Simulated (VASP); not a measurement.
# NaCl (Pm-3m) in VASP: settings compared, part 2 of 2

VASP 6.6.1.

## Step 4: Electric field gradients, PBE (volume scaled by 0.9405)

INCAR reads:

```
SYSTEM = NaCl
PREC = Accurate
ENCUT = 520
EDIFF = 1E-8
ISMEAR = -1
SIGMA = 0.03
LREAL = .False.
LASPH = .True.
NELM = 100
ALGO = Normal
ISIF = 2
LWAVE = .False.
LCHARG = .False.
GGA = PE
LEFG = .True.
NBANDS = 14
```

KPOINTS reads:

```
regular mesh
0
Gamma
  9 9 9
  0 0 0
```

POSCAR reads:

```
NaCl
1.0
    2.8021129234      0.0000000000      0.0000000000
    0.0000000000      2.8021129234      0.0000000000
    0.0000000000      0.0000000000      2.8021129234
Na Cl
1 1
Direct
    0.0000000000      0.0000000000      0.0000000000
    0.5000000000      0.5000000000      0.5000000000
```

Potentials or basis: VASP PAW PBE potentials, release 64 (Na_pv, Cl).

Command:

```sh
$ cat potpaw_PBE.64/Na_pv/POTCAR potpaw_PBE.64/Cl/POTCAR > POTCAR
$ mpirun -np 1 vasp_std > vasp.out
```

OUTCAR:

```text
SYSTEM = NaCl
   PREC = Accurate
   ENCUT = 520
   EDIFF = 1E-8
   ISMEAR = -1
   LREAL = .False.
   LASPH = .True.
   NELM = 100
   ISIF = 2
   GGA = PE

 ion  position               nearest neighbor table
   1  0.000  0.000  0.000-   2 2.43   2 2.43   2 2.43   2 2.43   2 2.43   2 2.43   2 2.43   2 2.43

   2  0.500  0.500  0.500-   1 2.43   1 2.43   1 2.43   1 2.43   1 2.43   1 2.43   1 2.43   1 2.43

  LATTYP: Found a simple cubic cell.
 ALAT       =     2.8021129234

  Lattice vectors:

 A1 = (   2.8021129234,   0.0000000000,   0.0000000000)
 A2 = (   0.0000000000,   2.8021129234,   0.0000000000)
 A3 = (   0.0000000000,   0.0000000000,   2.8021129234)

Analysis of symmetry for initial positions (statically):
=====================================================================
 Subroutine PRICEL returns:
 Original cell was already a primitive cell.

 Routine SETGRP: Setting up the symmetry group for a
 simple cubic supercell.

 Subroutine GETGRP returns: Found 48 space group operations
 (whereof 48 operations were pure point group operations)
 out of a pool of 48 trial point group operations.

The static configuration has the point symmetry O_h .

Analysis of symmetry for dynamics (positions and initial velocities):
=====================================================================
 Subroutine PRICEL returns:
 Original cell was already a primitive cell.

 Routine SETGRP: Setting up the symmetry group for a
 simple cubic supercell.

 Subroutine GETGRP returns: Found 48 space group operations
 (whereof 48 operations were pure point group operations)
 out of a pool of 48 trial point group operations.

The dynamic configuration has the point symmetry O_h .

[... 552 lines left out ...]
      7       6.6706      2.00000
      8      13.5446      0.00000
      9      18.6378      0.00000
     10      19.0778      0.00000
     11      20.0784      0.00000
     12      24.4849      0.00000
     13      25.5507      0.00000
     14      29.3425      0.00000

 [... further k-points ...]

------------------------ aborting loop because EDIFF is reached ----------------------------------------

  FORCE on cell =-STRESS in cart. coord.  units (eV):
  Direction    XX          YY          ZZ          XY          YZ          ZX
  --------------------------------------------------------------------------------------
  -------------------------------------------------------------------------------------
  Total       11.3323415     11.3323415     11.3323415      0.0000000     -0.0000000      0.0000000
  in kB      825.2268243    825.2268243    825.2268243      0.0000000     -0.0000000      0.0000000
  external PRESSURE =     825.2268243 kB  Pullay stress =       0.0000000 kB

 VOLUME and BASIS-vectors are now :
 -----------------------------------------------------------------------------
  energy-cutoff  :      520.00
  volume of cell :       22.00
      direct lattice vectors                 reciprocal lattice vectors
     2.802112923  0.000000000  0.000000000     0.356873555  0.000000000  0.000000000
     0.000000000  2.802112923  0.000000000     0.000000000  0.356873555  0.000000000
     0.000000000  0.000000000  2.802112923     0.000000000  0.000000000  0.356873555

 POSITION                                       TOTAL-FORCE (eV/Angst)
 -----------------------------------------------------------------------------------
      0.00000      0.00000      0.00000         0.000000      0.000000      0.000000
      1.40106      1.40106      1.40106         0.000000      0.000000      0.000000
 -----------------------------------------------------------------------------------
    total drift:                                0.000000     -0.000000     -0.000000

  FREE ENERGIE OF THE ION-ELECTRON SYSTEM (eV)
  ---------------------------------------------------
  free  energy   TOTEN  =        -3.5607984583 eV

  energy  without entropy=       -3.5607984583  energy(sigma->0) =       -3.56079846

 Electric field gradients (V/A^2)
---------------------------------------------------------------------
 ion       V_xx      V_yy      V_zz      V_xy      V_xz      V_yz
---------------------------------------------------------------------
   1      -0.000    -0.000    -0.000    -0.000     0.000     0.000
   2      -0.000    -0.000    -0.000    -0.000     0.000     0.000
---------------------------------------------------------------------

 Electric field gradients after diagonalization (V/A^2)
 (convention: |V_zz| > |V_xx| > |V_yy|)
----------------------------------------------------------------------
 ion       V_xx      V_yy      V_zz     asymmetry (V_yy - V_xx)/ V_zz
----------------------------------------------------------------------
   1      -0.000    -0.000    -0.000      -0.356
   2      -0.000    -0.000    -0.000      -0.351
----------------------------------------------------------------------

           NMR quadrupolar parameters

 Cq : quadrupolar parameter    Cq=e*Q*V_zz/h
 eta: asymmetry parameters     (V_yy - V_xx)/ V_zz
 Q  : nuclear electric quadrupole moment in mb (millibarn)
----------------------------------------------------------------------
 ion       Cq(MHz)       eta       Q (mb)
----------------------------------------------------------------------
   1      -0.000      -0.356       1.000
   2      -0.000      -0.351       1.000
----------------------------------------------------------------------
```

OSZICAR:

```text
N       E                     dE             d eps       ncg     rms          rms(c)
DAV:   1     0.112085996738E+03    0.11209E+03   -0.73718E+03   992   0.127E+03
DAV:   2     0.185566464608E+01   -0.11023E+03   -0.10189E+03  1134   0.341E+02
DAV:   3    -0.385174422034E+01   -0.57074E+01   -0.56798E+01  1232   0.680E+01
DAV:   4    -0.391142393394E+01   -0.59680E-01   -0.59658E-01  1124   0.705E+00
DAV:   5    -0.391218534834E+01   -0.76141E-03   -0.76140E-03  1256   0.838E-01    0.665E+00
DAV:   6    -0.362330794364E+01    0.28888E+00   -0.24281E-01  1374   0.641E+00    0.443E+00
DAV:   7    -0.356209871218E+01    0.61209E-01   -0.15537E-01  1360   0.433E+00    0.198E+00
DAV:   8    -0.356093890738E+01    0.11598E-02   -0.11892E-02  1070   0.125E+00    0.322E-01
DAV:   9    -0.356078845483E+01    0.15045E-03   -0.29148E-04  1238   0.319E-01    0.687E-02
DAV:  10    -0.356079653814E+01   -0.80833E-05   -0.43893E-05  1296   0.133E-01    0.229E-02
DAV:  11    -0.356079829684E+01   -0.17587E-05   -0.64177E-06  1148   0.289E-02    0.113E-02
DAV:  12    -0.356079856271E+01   -0.26587E-06   -0.77486E-07  1314   0.717E-03    0.218E-03
DAV:  13    -0.356079850674E+01    0.55970E-07   -0.32095E-08  1262   0.139E-03    0.117E-03
DAV:  14    -0.356079844621E+01    0.60538E-07   -0.93465E-09  1026   0.832E-04    0.499E-04
DAV:  15    -0.356079845755E+01   -0.11346E-07   -0.48065E-10   640   0.184E-04    0.826E-05
DAV:  16    -0.356079845835E+01   -0.79444E-09   -0.51696E-11   592   0.883E-05
   1 F= -.35607985E+01 E0= -.35607985E+01  d E =-.313125E-10
```

stdout:

```text
POSCAR found type information on POSCAR NaCl
 POSCAR found :  2 types and       2 ions
 scaLAPACK will be used
 LDA part: xc-table for (Slater+PW92), standard interpolation
 POSCAR, INCAR and KPOINTS ok, starting setup
 FFT: planning ... GRIDC
 FFT: planning ... GRID_SOFT
 FFT: planning ... GRID
 WAVECAR not read
 entering main loop
ion   1

ion   2
```

Wall time 6.9 s (1 thread of AMD EPYC 9R45 (Zen 5), shared host); peak memory 0.1 GiB.

Results:

```yaml
Free_energy: -3.5608 eV
Pressure: 82.5 GPa
Band_gap_on_the_k_mesh: 4.53 eV, direct
```

Caveat: without QUAD_EFG the Cq values of the log hold for a quadrupole moment of 1 mb, not for the nuclei. A k mesh can miss the band edges.

## Step 5: Electric field gradients, PBE (volume scaled by 0.98)

INCAR reads:

```
  PREC = Accurate
  ENCUT = 520
  EDIFF = 1E-8
  ISMEAR = -1
  SIGMA = 0.03
  LREAL = False
  LASPH = True
  NELM = 80
  ALGO = Normal
  ISIF = 2
  LWAVE = False
  LCHARG = False
  GGA = PE
  LEFG = True
  NBANDS = 14
```

KPOINTS reads:

```
regular mesh
0
Gamma
  9 9 9
```

POSCAR reads:

```
NaCl
1.0
    2.8408047908      0.0000000000      0.0000000000
    0.0000000000      2.8408047908      0.0000000000
    0.0000000000      0.0000000000      2.8408047908
Na Cl
1 1
Direct
    0.0000000000      0.0000000000      0.0000000000
    0.5000000000      0.5000000000      0.5000000000
```

Potentials or basis: VASP PAW PBE potentials, release 64 (Na_pv, Cl).

Command:

```sh
$ cat potpaw_PBE.64/Na_pv/POTCAR potpaw_PBE.64/Cl/POTCAR > POTCAR
$ mpirun -np 1 vasp_std > vasp.out
```

OUTCAR:

```text
PREC = Accurate
   ENCUT = 520
   EDIFF = 1E-8
   ISMEAR = -1
   LREAL = False
   LASPH = True
   NELM = 80
   ISIF = 2
   GGA = PE

 ion  position               nearest neighbor table
   1  0.000  0.000  0.000-   2 2.46   2 2.46   2 2.46   2 2.46   2 2.46   2 2.46   2 2.46   2 2.46

   2  0.500  0.500  0.500-   1 2.46   1 2.46   1 2.46   1 2.46   1 2.46   1 2.46   1 2.46   1 2.46

  LATTYP: Found a simple cubic cell.
 ALAT       =     2.8408047908

  Lattice vectors:

 A1 = (   2.8408047908,   0.0000000000,   0.0000000000)
 A2 = (   0.0000000000,   2.8408047908,   0.0000000000)
 A3 = (   0.0000000000,   0.0000000000,   2.8408047908)

Analysis of symmetry for initial positions (statically):
=====================================================================
 Subroutine PRICEL returns:
 Original cell was already a primitive cell.

[... 598 lines left out ...]
  energy-cutoff  :      520.00
  volume of cell :       22.93
      direct lattice vectors                 reciprocal lattice vectors
     2.840804791  0.000000000  0.000000000     0.352012924  0.000000000  0.000000000
     0.000000000  2.840804791  0.000000000     0.000000000  0.352012924  0.000000000
     0.000000000  0.000000000  2.840804791     0.000000000  0.000000000  0.352012924

 POSITION                                       TOTAL-FORCE (eV/Angst)
 -----------------------------------------------------------------------------------
      0.00000      0.00000      0.00000         0.000000      0.000000      0.000000
      1.42040      1.42040      1.42040         0.000000      0.000000      0.000000
 -----------------------------------------------------------------------------------
    total drift:                                0.000000     -0.000000     -0.000000

  FREE ENERGIE OF THE ION-ELECTRON SYSTEM (eV)
  ---------------------------------------------------
  free  energy   TOTEN  =        -4.0016498011 eV

  energy  without entropy=       -4.0016498011  energy(sigma->0) =       -4.00164980

 Electric field gradients (V/A^2)
---------------------------------------------------------------------
 ion       V_xx      V_yy      V_zz      V_xy      V_xz      V_yz
---------------------------------------------------------------------
   1       0.000     0.000     0.000     0.000    -0.000     0.000
   2       0.000     0.000     0.000    -0.000    -0.000    -0.000
---------------------------------------------------------------------

 Electric field gradients after diagonalization (V/A^2)
 (convention: |V_zz| > |V_xx| > |V_yy|)
----------------------------------------------------------------------
 ion       V_xx      V_yy      V_zz     asymmetry (V_yy - V_xx)/ V_zz
----------------------------------------------------------------------
   1       0.000     0.000     0.000      -0.112
   2       0.000     0.000     0.000      -0.284
----------------------------------------------------------------------

           NMR quadrupolar parameters

 Cq : quadrupolar parameter    Cq=e*Q*V_zz/h
 eta: asymmetry parameters     (V_yy - V_xx)/ V_zz
 Q  : nuclear electric quadrupole moment in mb (millibarn)
----------------------------------------------------------------------
 ion       Cq(MHz)       eta       Q (mb)
----------------------------------------------------------------------
   1       0.000      -0.112       1.000
   2       0.000      -0.284       1.000
----------------------------------------------------------------------
```

stdout:

```text
POSCAR found type information on POSCAR NaCl
 POSCAR found :  2 types and       2 ions
 scaLAPACK will be used
 LDA part: xc-table for (Slater+PW92), standard interpolation
 POSCAR, INCAR and KPOINTS ok, starting setup
 FFT: planning ... GRIDC
 FFT: planning ... GRID_SOFT
 FFT: planning ... GRID
 WAVECAR not read
 entering main loop
ion   1

ion   2
```

Wall time 5.9 s (1 thread of AMD EPYC 9R45 (Zen 5), shared host); peak memory 0.1 GiB.

Results:

```
Free energy            : -4.0016 eV
Pressure               : 70.5 GPa
Band gap on the k mesh : 4.69 eV, direct
```

Caveat: without QUAD_EFG the Cq values of the log hold for a quadrupole moment of 1 mb, not for the nuclei. A k mesh can miss the band edges.

## Step 6: Electric field gradients, PBE

INCAR reads:

```
SYSTEM = NaCl
PREC = Accurate
ENCUT = 520
EDIFF = 1E-8
ISMEAR = -1
SIGMA = 0.03
LREAL = .False.
LASPH = .True.
NELM = 100
ALGO = Normal
ISIF = 2
LWAVE = .False.
LCHARG = .False.
GGA = PE
LEFG = .True.
NBANDS = 14
```

KPOINTS reads:

```
regular mesh
0
Gamma
  9 9 9
  0 0 0
```

POSCAR reads:

```
NaCl
1.0
    2.8600000000      0.0000000000      0.0000000000
    0.0000000000      2.8600000000      0.0000000000
    0.0000000000      0.0000000000      2.8600000000
Na Cl
1 1
Direct
    0.0000000000      0.0000000000      0.0000000000
    0.5000000000      0.5000000000      0.5000000000
```

Potentials or basis: VASP PAW PBE potentials, release 64 (Na_pv, Cl).

Command:

```sh
$ cat potpaw_PBE.64/Na_pv/POTCAR potpaw_PBE.64/Cl/POTCAR > POTCAR
$ mpirun -np 1 vasp_std > vasp.out
```

OUTCAR:

```text
SYSTEM = NaCl
   PREC = Accurate
   ENCUT = 520
   EDIFF = 1E-8
   ISMEAR = -1
   LREAL = .False.
   LASPH = .True.
   NELM = 100
   ISIF = 2
   GGA = PE

 ion  position               nearest neighbor table
   1  0.000  0.000  0.000-   2 2.48   2 2.48   2 2.48   2 2.48   2 2.48   2 2.48   2 2.48   2 2.48

   2  0.500  0.500  0.500-   1 2.48   1 2.48   1 2.48   1 2.48   1 2.48   1 2.48   1 2.48   1 2.48

  LATTYP: Found a simple cubic cell.
 ALAT       =     2.8600000000

  Lattice vectors:

 A1 = (   2.8600000000,   0.0000000000,   0.0000000000)
 A2 = (   0.0000000000,   2.8600000000,   0.0000000000)
 A3 = (   0.0000000000,   0.0000000000,   2.8600000000)

Analysis of symmetry for initial positions (statically):
=====================================================================
 Subroutine PRICEL returns:
 Original cell was already a primitive cell.

 Routine SETGRP: Setting up the symmetry group for a
 simple cubic supercell.

 Subroutine GETGRP returns: Found 48 space group operations
 (whereof 48 operations were pure point group operations)
 out of a pool of 48 trial point group operations.

The static configuration has the point symmetry O_h .

Analysis of symmetry for dynamics (positions and initial velocities):
=====================================================================
 Subroutine PRICEL returns:
 Original cell was already a primitive cell.

 Routine SETGRP: Setting up the symmetry group for a
 simple cubic supercell.

 Subroutine GETGRP returns: Found 48 space group operations
 (whereof 48 operations were pure point group operations)
 out of a pool of 48 trial point group operations.

The dynamic configuration has the point symmetry O_h .

[... 552 lines left out ...]
      7       5.8288      2.00000
      8      12.7832      0.00000
      9      17.6761      0.00000
     10      18.0634      0.00000
     11      19.1437      0.00000
     12      23.1263      0.00000
     13      24.1124      0.00000
     14      28.0357      0.00000

 [... further k-points ...]

------------------------ aborting loop because EDIFF is reached ----------------------------------------

  FORCE on cell =-STRESS in cart. coord.  units (eV):
  Direction    XX          YY          ZZ          XY          YZ          ZX
  --------------------------------------------------------------------------------------
  -------------------------------------------------------------------------------------
  Total        9.5111829      9.5111829      9.5111829     -0.0000000     -0.0000000      0.0000000
  in kB      651.3988923    651.3988923    651.3988923     -0.0000000     -0.0000000      0.0000000
  external PRESSURE =     651.3988923 kB  Pullay stress =       0.0000000 kB

 VOLUME and BASIS-vectors are now :
 -----------------------------------------------------------------------------
  energy-cutoff  :      520.00
  volume of cell :       23.39
      direct lattice vectors                 reciprocal lattice vectors
     2.860000000  0.000000000  0.000000000     0.349650350  0.000000000  0.000000000
     0.000000000  2.860000000  0.000000000     0.000000000  0.349650350  0.000000000
     0.000000000  0.000000000  2.860000000     0.000000000  0.000000000  0.349650350

 POSITION                                       TOTAL-FORCE (eV/Angst)
 -----------------------------------------------------------------------------------
      0.00000      0.00000      0.00000         0.000000      0.000000      0.000000
      1.43000      1.43000      1.43000         0.000000      0.000000      0.000000
 -----------------------------------------------------------------------------------
    total drift:                                0.000000     -0.000000     -0.000000

  FREE ENERGIE OF THE ION-ELECTRON SYSTEM (eV)
  ---------------------------------------------------
  free  energy   TOTEN  =        -4.1998530398 eV

  energy  without entropy=       -4.1998530398  energy(sigma->0) =       -4.19985304

 Electric field gradients (V/A^2)
---------------------------------------------------------------------
 ion       V_xx      V_yy      V_zz      V_xy      V_xz      V_yz
---------------------------------------------------------------------
   1       0.000    -0.000    -0.000     0.000    -0.000     0.000
   2      -0.000    -0.000    -0.000     0.000     0.000    -0.000
---------------------------------------------------------------------

 Electric field gradients after diagonalization (V/A^2)
 (convention: |V_zz| > |V_xx| > |V_yy|)
----------------------------------------------------------------------
 ion       V_xx      V_yy      V_zz     asymmetry (V_yy - V_xx)/ V_zz
----------------------------------------------------------------------
   1      -0.000    -0.000     0.000       0.220
   2      -0.000    -0.000    -0.000      -0.175
----------------------------------------------------------------------

           NMR quadrupolar parameters

 Cq : quadrupolar parameter    Cq=e*Q*V_zz/h
 eta: asymmetry parameters     (V_yy - V_xx)/ V_zz
 Q  : nuclear electric quadrupole moment in mb (millibarn)
----------------------------------------------------------------------
 ion       Cq(MHz)       eta       Q (mb)
----------------------------------------------------------------------
   1       0.000       0.220       1.000
   2      -0.000      -0.175       1.000
----------------------------------------------------------------------
```

It took 6.5 s on 1 thread of AMD EPYC 9R45 (Zen 5), shared host; peak memory 0.1 GiB.

What came out:

- Free energy: -4.1999 eV
- Pressure: 65.1 GPa
- Band gap on the k mesh: 4.77 eV, direct

Caveat: without QUAD_EFG the Cq values of the log hold for a quadrupole moment of 1 mb, not for the nuclei.

## Step 7: Summary

| level | spin | cell | k mesh | gap on the mesh (eV) | pressure (GPa) |
| --- | --- | --- | --- | --- | --- |
| r2SCAN | non-collinear, zero start, SOC | a = 2.860 Å, 2 atoms | 9 × 9 × 9, shifted | - | 63.4 |
| PBE | off | a = 2.802 Å, 2 atoms | 9 × 9 × 9 | 4.53 | 82.5 |
| PBE | off | a = 2.841 Å, 2 atoms | 9 × 9 × 9 | 4.69 | 70.5 |
| PBE | off | a = 2.860 Å, 2 atoms | 9 × 9 × 9 | 4.77 | 65.1 |

Alike in all rows: task electric field gradients; potentials or basis VASP PAW PBE potentials, release 64 (Na_pv, Cl); cutoff (eV) 520; smearing fermi-dirac 0.03 eV.

Caveats: the PAW data sets were made with another functional, which shifts forces and pressure a little (some runs).

Absolute energies hang on the potentials; compare differences alone.
